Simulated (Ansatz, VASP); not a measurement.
**Two plane-wave programs on C**

```
CELL_PARAMETERS angstrom
0.00000 1.73564 1.86915
1.73564 0.00000 1.86915
1.73564 1.73564 0.00000
ATOMIC_POSITIONS crystal
C 0.50000 0.50000 0.50000
C 0.75000 0.75000 0.75000
```

Change from the starting cell: strain -0.025 along x and y, +0.050 along z, atoms carried along.

Alike in both runs: task single point; functional r2SCAN; k mesh 12 × 12 × 12; occupations gaussian, width 0.05 eV; no spin polarisation.

|  | VASP | Ansatz |
| --- | --- | --- |
| version | VASP 6.6.1 | Ansatz 0.2.0 |
| potentials or method | VASP PAW PBE potentials, release 64 (C), cutoff 520 eV | scalar-relativistic, plane waves, PAW |
| valence electrons in the cell | 8 | 8 |

Ansatz gave:

| Quantity | Value |
| --- | --- |
| gap on the k mesh at the Fermi level (eV) | 3.41 |
| least direct gap on the mesh (eV) | 5.20 |
| pressure (GPa) | 1.1 |
| traceless stress, the component that is largest in VASP (GPa) | -52.80 |

Task: Which values does VASP return?

Result: gap on the k mesh at the Fermi level (eV): 3.38; least direct gap on the mesh (eV): 5.15; pressure (GPa): 2.2; traceless stress, the component that is largest in VASP (GPa): -52.70.

VASP's potentials were made for PBE, not for r2SCAN. The functional is the same, so the differences come from potentials, cutoffs and numerics.
